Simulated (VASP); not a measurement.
Write the native input for VASP 6.6.1 that does the following.

```
Task                   : single point
Functional             : PBEsol
Potentials or basis    : VASP PAW PBE potentials, release 64 (Ti_sv, Si)
Cutoff                 : 520 eV
k mesh                 : 18 × 18 × 12
Occupations            : gaussian, width 0.15 eV
Spin                   : no spin polarisation
Dipole correction      : no
Further INCAR settings : ALGO = Normal; EDIFF = 1e-06; NBANDS = 15
```

The structure of TiSi lies in POSCAR:

```
TiSi
1.0
    1.7616926600     -2.0540952800      0.0000000000
    1.7616926600      2.0540952800      0.0000000000
    0.0000000000      0.0000000000      3.8609930100
Ti Si
1 1
Direct
    0.5000000000      0.5000000000      0.0000000000
    0.0000000000      0.0000000000      0.5000000000
```

This cell differs from its parent crystal: strain -0.030 along x and y, +0.015 along z.

These files were run (other wordings do the same):

INCAR

```
SYSTEM = TiSi
PREC = Accurate ; ENCUT = 520
EDIFF = 1E-6 ; ISMEAR = 0
SIGMA = 0.15 ; LREAL = .FALSE.
LASPH = .TRUE. ; NELM = 80
ALGO = Normal ; ISIF = 2
LWAVE = .FALSE. ; LCHARG = .FALSE.
GGA = PS ; NBANDS = 15
```

KPOINTS

```
regular mesh
0
G
  18 18 12
  0 0 0
```

Potentials or basis: VASP PAW PBE potentials, release 64 (Ti_sv, Si).

Launch:

```sh
$ cat potpaw_PBE.64/Ti_sv/POTCAR potpaw_PBE.64/Si/POTCAR > POTCAR
$ mpirun -np 1 vasp_std > vasp.out
```

Results of the run:

The pressure is 1.4 GPa and the band gap on the k mesh is zero (bands 8 and 9 overlap by 1.83 eV).

Caveat: the cell differs from its parent crystal (strain -0.030 along x and y, +0.015 along z); the stress differs along the axes, from -1 to 4 GPa; the PAW data sets were made with another functional, which shifts forces and pressure a little.

It took 4.1 min on 1 thread of Intel Xeon 8259CL, on a shared host, peak memory 0.36 GiB.
